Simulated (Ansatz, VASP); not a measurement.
**Ca2Si in VASP and in Ansatz**

```
CELL_PARAMETERS angstrom
0.00000 3.62429 3.25661
3.62429 0.00000 3.25661
3.62429 3.62429 0.00000
ATOMIC_POSITIONS crystal
Ca 0.73448 0.73448 0.76552
Ca 0.26552 0.26552 0.23448
Si 0.00000 0.00000 0.00000
```

Change from the starting cell: mode 6 frozen in at -0.109 Å, strain +e along z and -e/2 along x and y -0.0700.

Alike in both runs: task single point; functional LDA; k mesh 8 × 8 × 8; occupations gaussian, width 0.05 eV; no spin polarisation.

|  | VASP | Ansatz |
| --- | --- | --- |
| version | VASP 6.6.1 | Ansatz 0.2.0 |
| potentials or method | VASP PAW LDA potentials, release 64 (Ca_sv, Si), cutoff 520 eV | scalar-relativistic, plane waves, PAW |
| valence electrons in the cell | 24 | 24 |

Ansatz gave:

- gap on the k mesh at the Fermi level (eV): 0.09
- least direct gap on the mesh (eV): 0.09
- pressure (GPa): 0.1
- traceless stress, the component that is largest in VASP (GPa): 5.06
- rms of the force components (eV/Å): 0.386

Question: Estimate VASP's values.

Answer: gap on the k mesh at the Fermi level (eV): 0.08; least direct gap on the mesh (eV): 0.08; pressure (GPa): 0.2; traceless stress, the component that is largest in VASP (GPa): 5.05; rms of the force components (eV/Å): 0.388.

LDA's correlation is that of Perdew and Zunger in VASP and of Perdew and Wang (1992) in Ansatz. Atom by atom the forces differ by 0.002 eV/Å (rms over components).
